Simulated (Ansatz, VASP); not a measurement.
**HfS5 in VASP and in Ansatz**

```
Hf S
1.0
     4.65081    0.00000    0.00000
    -2.32541    4.02772    0.00000
     0.00000    0.00000    6.89749
Hf S
1 5
Direct
  0.00000 0.00000 0.00000
  0.50000 0.00000 0.50000
  0.50000 0.50000 0.50000
  0.00000 0.50000 0.50000
  0.33333 0.66667 0.00000
  0.66667 0.33333 0.00000
```

Change from the starting cell: species swapped into the CaPd5 type (P6/mmm, No. 191).

Alike in both runs: task relaxation of cell and atoms; functional PBE; k mesh 12 × 12 × 6; occupations gaussian, width 0.1 eV; no spin polarisation.

|  | VASP | Ansatz |
| --- | --- | --- |
| version | VASP 6.6.1 | Ansatz 0.2.0 |
| potentials or method | VASP PAW PBE potentials, release 64 (Hf_pv, S), cutoff 600 eV | scalar-relativistic, plane waves, PAW |
| valence electrons in the cell | 40 | 56 |

```csv
,VASP,Ansatz,Ansatz less VASP
"gap on the k mesh at the Fermi level, each at its own relaxed structure (eV)",none,none,-
relaxed volume (Å³/atom),21.66,21.77,+0.107
relaxed length of the cell vector where the two differ most in proportion (Å),4.633,4.642,+0.0086
```

A gap of «none» marks a metal or a gap that the smearing closes. VASP's potentials hold 40 valence electrons a cell and Ansatz's 56, so a difference there can come from the potentials and not from the codes.

Spin-orbit coupling is off throughout.
